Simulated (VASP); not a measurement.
# Ti (Im-3m) in VASP: a series of runs

Ti is run at these levels: PBE; tasks: single point.

Program: VASP 6.6.1. These are calculated values, not measurements. Logs are shortened: lines on timing, memory, paths and dates and some standing lists are left out, and cuts for length are marked.

## (1) The cell of the first run

Symmetry: Im-3m, No. 229, cubic system. The conventional cell has a = 2.549 Å, b = 2.549 Å, c = 2.549 Å, α = 90.00°, β = 90.00°, γ = 90.00°. Within 2.9 Å of Ti (site symmetry m-3m) lie 14 Ti at 2.21 to 2.55 Å.

## (2) Single point, PBE

File INCAR:

```
SYSTEM = Ti
PREC = Accurate ; ENCUT = 520
EDIFF = 1E-7 ; ISMEAR = -1
SIGMA = 0.08 ; LREAL = .FALSE.
LASPH = .TRUE. ; NELM = 80
ALGO = Normal ; ISIF = 2
LWAVE = .FALSE. ; LCHARG = .FALSE.
GGA = PE ; NBANDS = 12
```

File KPOINTS:

```
regular mesh
0
G
  21 21 21
  0 0 0
```

File POSCAR:

```
Ti
1.0
   -1.2742709555      1.2742709555      1.2742709555
    1.2742709555     -1.2742709555      1.2742709555
    1.2742709555      1.2742709555     -1.2742709555
Ti
1
Direct
    0.0000000000      0.0000000000      0.0000000000
```

Potentials or basis: VASP PAW PBE potentials, release 64 (Ti_sv).

Launch:

```bash
> cat potpaw_PBE.64/Ti_sv/POTCAR > POTCAR
> mpirun -np 1 vasp_std > vasp.out
```

OUTCAR:

```text
SYSTEM = Ti
   PREC = Accurate
   ENCUT = 520
   EDIFF = 1E-7
   ISMEAR = -1
   LREAL = .FALSE.
   LASPH = .TRUE.
   NELM = 80
   ISIF = 2
   GGA = PE

 ion  position               nearest neighbor table
   1  0.000  0.000  0.000-

  LATTYP: Found a body centered cubic cell.
 ALAT       =     2.5485419110

  Lattice vectors:

 A1 = (  -1.2742709555,   1.2742709555,   1.2742709555)
 A2 = (   1.2742709555,  -1.2742709555,   1.2742709555)
 A3 = (   1.2742709555,   1.2742709555,  -1.2742709555)

Analysis of symmetry for initial positions (statically):
=====================================================================
 Subroutine PRICEL returns:
 Original cell was already a primitive cell.

 Routine SETGRP: Setting up the symmetry group for a
 body centered cubic supercell.

 Subroutine GETGRP returns: Found 48 space group operations
 (whereof 48 operations were pure point group operations)
 out of a pool of 48 trial point group operations.

The static configuration has the point symmetry O_h .

Analysis of symmetry for dynamics (positions and initial velocities):
=====================================================================
 Subroutine PRICEL returns:
 Original cell was already a primitive cell.

 Routine SETGRP: Setting up the symmetry group for a
 body centered cubic supercell.

 Subroutine GETGRP returns: Found 48 space group operations
 (whereof 48 operations were pure point group operations)
 out of a pool of 48 trial point group operations.

The dynamic configuration has the point symmetry O_h .

 Subroutine INISYM returns: Found 48 space group operations
 (whereof 48 operations are pure point group operations),
 and found     1 'primitive' translations

----------------------------------------------------------------------------------------

                                     Primitive cell

  volume of cell :       8.2765

  direct lattice vectors                    reciprocal lattice vectors
    -1.274270956  1.274270956  1.274270956     0.000000000  0.392381226  0.392381226
     1.274270956 -1.274270956  1.274270956     0.392381226  0.000000000  0.392381226
     1.274270956  1.274270956 -1.274270956     0.392381226  0.392381226  0.000000000

  length of vectors
     2.207102038  2.207102038  2.207102038     0.554910852  0.554910852  0.554910852

  position of ions in fractional coordinates (direct lattice)
     0.000000000  0.000000000  0.000000000

  ion indices of the primitive-cell ions
   primitive index   ion index
                 1           1

----------------------------------------------------------------------------------------

 KPOINTS: regular mesh

Automatic generation of k-mesh.
 Grid dimensions read from file:
 generate k-points for:   21   21   21

 Generating k-lattice:

  Cartesian coordinates                     Fractional coordinates (reciprocal lattice)
     0.000000000  0.018684820  0.018684820     0.047619048  0.000000000  0.000000000
     0.018684820  0.000000000  0.018684820     0.000000000  0.047619048  0.000000000
     0.018684820  0.018684820  0.000000000     0.000000000  0.000000000  0.047619048

  Length of vectors
     0.026424326  0.026424326  0.026424326

  Shift w.r.t. Gamma in fractional coordinates (k-lattice)
     0.000000000  0.000000000  0.000000000

 Subroutine IBZKPT returns following result:
 ===========================================

 Found    286 irreducible k-points:

 Following reciprocal coordinates:
            Coordinates               Weight
  0.000000  0.000000  0.000000      1.000000
  0.047619  0.000000  0.000000     12.000000
  0.095238  0.000000  0.000000     12.000000
  0.142857  0.000000  0.000000     12.000000
  0.190476  0.000000  0.000000     12.000000
  0.238095  0.000000  0.000000     12.000000
[... 16 lines left out ...]
  0.142857  0.095238 -0.000000     48.000000
  0.190476  0.095238 -0.000000     48.000000
 [... further k-points ...]
   k-points           NKPTS =    286   k-points in BZ     NKDIM =    286   number of bands    NBANDS=     12
   number of dos      NEDOS =    301   number of ions     NIONS =      1
   total plane-waves  NPLWV =   4096
   dimension x,y,z NGX =    16 NGY =   16 NGZ =   16
   dimension x,y,z NGXF=    32 NGYF=   32 NGZF=   32
   ions per type =               1
   NGX,Y,Z   is equivalent  to a cutoff of  12.05, 12.05, 12.05 a.u.
   NGXF,Y,Z  is equivalent  to a cutoff of  24.10, 24.10, 24.10 a.u.
 SYSTEM =  Ti
   PREC   = accura    normal or accurate (medium, high low for compatibility)
   ISTART =      0    job   : 0-new  1-cont  2-samecut
   ICHARG =      2    charge: 1-file 2-atom 10-const
   ISPIN  =      1    spin polarized calculation?
   LNONCOLLINEAR =      F non collinear calculations
   LSORBIT =      F    spin-orbit coupling
   LASPH  =      T    aspherical Exc in radial PAW
   ENCUT  =  520.0 eV  38.22 Ry    6.18 a.u.   4.10  4.10  4.10*2*pi/ulx,y,z
   NELM   =     80;   NELMIN=  2; NELMDL= -5     # of ELM steps
   EDIFF  = 0.1E-06   stopping-criterion for ELM
   LREAL  =      F    real-space projection
   EDIFFG = 0.1E-05   stopping-criterion for IOM
   NSW    =      0    number of steps for IOM
   IBRION =     -1    ionic relax: 0-MD 1-quasi-New 2-CG
   NFREE  =      0    steps in history (QN), initial steepest desc. (CG)
   ISIF   =      2    stress and relaxation
   ISYM   =      2    0-nonsym 1-usesym 2-fastsym
   POTIM  = 0.5000    time-step for ionic-motion
   TEBEG  =    0.0;   TEEND  =   0.0 temperature during run
   PSTRESS=    0.0 pullay stress
   NELECT =      12.0000    total number of electrons
   NUPDOWN=      -1.0000    fix difference up-down
   EMIN   =  10.00;   EMAX   =-10.00  energy-range for DOS
   EFERMI =   0.00;   METHOD = LEGACY
   ISMEAR =    -1;   SIGMA  =   0.08  broadening in eV -4-tet -1-fermi 0-gaus
   EFERMI_NEDOS =   21; number of points for ismear=-14 and -15
   IALGO  =     38    algorithm
   IMIX   =      4    mixing-type and parameters
     AMIX     =   0.40;   BMIX     =  1.00
     AMIX_MAG =   1.60;   BMIX_MAG =  1.00
  volume/ion in A,a.u.               =       8.28        55.85
  Fermi-wavevector in a.u.,A,eV,Ry     =   1.852906  3.501485 46.712364  3.433262
  Thomas-Fermi vector in A             =   2.902556
   LORBIT       =      0    0 simple, 1 ext, 2 COOP (PROOUT), +10 PAW based schemes
   GGA     = PE    functional components
   LHFCALC =     F    Hartree Fock is set to
   AEXX    =    0.0000 exact exchange contribution
   IVDW    =     0    specifies the selected vdW correction
   LEPSILON=     F    determine dielectric tensor
   LRPA    =     F    only Hartree local field effects (RPA)
 non-spin polarized calculation
  energy-cutoff  :      520.00
  volume of cell :        8.28
 maximum number of plane-waves:       236
   NGX =  9   NGY =  9   NGZ =  9

 number of electron      12.0000002 magnetization

 Free energy of the ion-electron system (eV)
  ---------------------------------------------------
  ext. energy  EPLUGINS =         0.00000000
  ---------------------------------------------------
  free energy    TOTEN  =        -3.80988025 eV

  energy without entropy =       -3.80222227  energy(sigma->0) =       -3.80605126

 E-fermi :  18.4836     XC(G=0): -15.5075

 val. band max:       18.4476001339   @ k =  -0.2381   0.2381   0.1429
 cond. band min:      18.4855327981   @ k =   0.1429   0.0476   0.0000
 fundamental gap:      0.0379326641
 Fermi energy:        18.4836455530

 k-point     1 :       0.0000    0.0000    0.0000
  band No.  band energies     occupation
      1     -38.4826      2.00000
      2     -11.1461      2.00000
      3     -11.1461      2.00000
      4     -11.1461      2.00000
      5      13.1199      2.00000
      6      19.5165      0.00000
      7      19.5165      0.00000
      8      19.5165      0.00000
      9      23.5448      0.00000
     10      23.5448      0.00000
     11      41.5416      0.00000
     12      41.5416      0.00000

 k-point     2 :       0.0476    0.0000    0.0000
  band No.  band energies     occupation
      1     -38.4476      2.00000
      2     -11.2795      2.00000
      3     -11.1824      2.00000
      4     -11.1491      2.00000
      5      13.2980      2.00000
      6      19.4170      0.00002
      7      19.4988      0.00001
      8      19.6657      0.00000
      9      23.3995      0.00000
     10      23.5461      0.00000
     11      41.6432      0.00000
     12      41.7866      0.00000

 k-point     3 :       0.0952    0.0000    0.0000
  band No.  band energies     occupation
      1     -38.3447      2.00000
      2     -11.6613      2.00000
      3     -11.2868      2.00000
      4     -11.1579      2.00000
      5      13.7937      2.00000
      6      19.1364      0.00057
      7      19.4297      0.00001
      8      20.1055      0.00000
      9      23.0661      0.00000
     10      23.5555      0.00000
     11      41.8960      0.00000
     12      42.3838      0.00000

 k-point     4 :       0.1429    0.0000    0.0000
  band No.  band energies     occupation
      1     -38.1799      2.00000
      2     -12.2420      2.00000
      3     -11.4476      2.00000
      4     -11.1720      2.00000
      5      14.4745      2.00000
      6      18.7207      0.09829
      7      19.3074      0.00007
      8      20.8131      0.00000
      9      22.7760      0.00000
     10      23.5874      0.00000
     11      42.1367      0.00000
     12      43.0335      0.00000

 k-point     5 :       0.1905    0.0000    0.0000
  band No.  band energies     occupation
      1     -37.9638      2.00000
      2     -12.9555      2.00000
      3     -11.6471      2.00000
      4     -11.1901      2.00000
      5      15.0657      2.00000
      6      18.2279      1.92144
      7      19.3046      0.00007
      8      21.7516      0.00000
      9      22.7089      0.00000
     10      23.6590      0.00000
     11      42.1076      0.00000
     12      43.3902      0.00000
[... 228 lines left out ...]
      1     -36.6627      2.00000
      2     -16.4191      2.00000
      3     -12.6675      2.00000
      4     -11.3414      2.00000
      5      13.4243      2.00000
      6      16.1388      2.00000
      7      23.9780      0.00000
      8      24.0991      0.00000
      9      25.8921      0.00000
     10      28.4294      0.00000
     11      37.7200      0.00000
     12      39.2954      0.00000

 k-point    22 :       0.0952    0.0952    0.0000
  band No.  band energies     occupation
      1     -38.0850      2.00000
      2     -12.5404      2.00000
      3     -11.4628      2.00000
      4     -11.2806      2.00000
      5      14.8779      2.00000
      6      18.7063      0.11645
      7      18.8364      0.02403
      8      21.4104      0.00000
      9      22.4784      0.00000
     10      23.7995      0.00000
     11      42.4920      0.00000
     12      43.4238      0.00000

 k-point    23 :       0.1429    0.0952   -0.0000
  band No.  band energies     occupation
      1     -37.8757      2.00000
      2     -13.1755      2.00000
      3     -11.6675      2.00000
      4     -11.3280      2.00000
      5      15.4879      2.00000
      6      18.2625      1.88149
      7      18.6594      0.19995
      8      22.3205      0.00000
      9      22.4879      0.00000
     10      24.0090      0.00000
     11      42.5977      0.00000
     12      43.4953      0.00000

 k-point    24 :       0.1905    0.0952   -0.0000
  band No.  band energies     occupation
      1     -37.6314      2.00000
      2     -13.8652      2.00000
      3     -11.9180      2.00000
      4     -11.3623      2.00000
      5      15.6748      2.00000
      6      17.7475      1.99980
      7      18.9937      0.00340
      8      22.4364      0.00000
      9      23.6925      0.00000
     10      24.2590      0.00000
     11      42.1392      0.00000
     12      43.1436      0.00000

 [... further k-points ...]

------------------------ aborting loop because EDIFF is reached ----------------------------------------

  FORCE on cell =-STRESS in cart. coord.  units (eV):
  Direction    XX          YY          ZZ          XY          YZ          ZX
  --------------------------------------------------------------------------------------
  -------------------------------------------------------------------------------------
  Total       12.0614009     12.0614009     12.0614009      0.0000000      0.0000000      0.0000000
  in kB     2334.8715293   2334.8715293   2334.8715293      0.0000000      0.0000000      0.0000000
  external PRESSURE =    2334.8715293 kB  Pullay stress =       0.0000000 kB

 VOLUME and BASIS-vectors are now :
 -----------------------------------------------------------------------------
  energy-cutoff  :      520.00
  volume of cell :        8.28
      direct lattice vectors                 reciprocal lattice vectors
    -1.274270956  1.274270956  1.274270956     0.000000000  0.392381226  0.392381226
     1.274270956 -1.274270956  1.274270956     0.392381226  0.000000000  0.392381226
     1.274270956  1.274270956 -1.274270956     0.392381226  0.392381226  0.000000000

 POSITION                                       TOTAL-FORCE (eV/Angst)
 -----------------------------------------------------------------------------------
      0.00000      0.00000      0.00000        -0.000000     -0.000000      0.000000
 -----------------------------------------------------------------------------------
    total drift:                                0.000000      0.000000     -0.000000

  FREE ENERGIE OF THE ION-ELECTRON SYSTEM (eV)
  ---------------------------------------------------
  free  energy   TOTEN  =        -3.8098802538 eV

  energy  without entropy=       -3.8022222705  energy(sigma->0) =       -3.80605126
```

Wall time 15 s (1 thread of Intel Xeon Platinum 8488C (Sapphire Rapids), shared host); peak memory 0.13 GiB.

What came out:

* Free energy: -3.8099 eV
* Pressure: 233.5 GPa
* Band gap on the k mesh: zero (band 6 reaches 19.55 eV, above the bottom of band 7 at 17.41 eV)

Levels at points of the mesh, in eV from the Fermi level:
```
           k point  band 4  band 5  band 6  band 7  band 8  band 9
(0.00, 0.00, 0.00)  -29.63   -5.36    1.03    1.03    1.03    5.06
```

## (3) Single point, PBE

File INCAR:

```
PREC = Accurate ; ENCUT = 520
EDIFF = 1E-6 ; ISMEAR = -1
SIGMA = 0.08 ; LREAL = F
LASPH = T ; NELM = 60
ALGO = Normal ; ISIF = 2
LWAVE = F ; LCHARG = F
GGA = PE ; NBANDS = 12
```

File KPOINTS:

```
regular mesh
0
Gamma
  21 21 21
```

File POSCAR:

```
Ti
1.0
   -1.2745881886      1.2745881886      1.2745881886
    1.2745881886     -1.2745881886      1.2745881886
    1.2745881886      1.2745881886     -1.2745881886
Ti
1
Direct
    0.0000000000      0.0000000000      0.0000000000
```

Potentials or basis: VASP PAW PBE potentials, release 64 (Ti_sv).

Launch:

```bash
> cat potpaw_PBE.64/Ti_sv/POTCAR > POTCAR
> mpirun -np 1 vasp_std > vasp.out
```

Run time: 15 s. Hardware: 1 thread of Intel Xeon Platinum 8488C (Sapphire Rapids), shared host; peak memory 0.14 GiB.

The run converged. Its results:

| Item | Value |
| --- | --- |
| Free energy | -3.8189 eV |
| Pressure | 233.0 GPa |
| Band gap on the k mesh | zero (band 6 reaches 19.53 eV, above the bottom of band 7 at 17.40 eV) |

Levels at points of the mesh, in eV from the Fermi level:
| k point | band 2 | band 3 | band 4 | band 5 | band 6 | band 7 | band 8 | band 9 | band 10 | band 11 |
| --- | --- | --- | --- | --- | --- | --- | --- | --- | --- | --- |
| (0.00, 0.00, 0.00) | -29.63 | -29.63 | -29.63 | -5.37 | 1.03 | 1.03 | 1.03 | 5.06 | 5.06 | 23.05 |
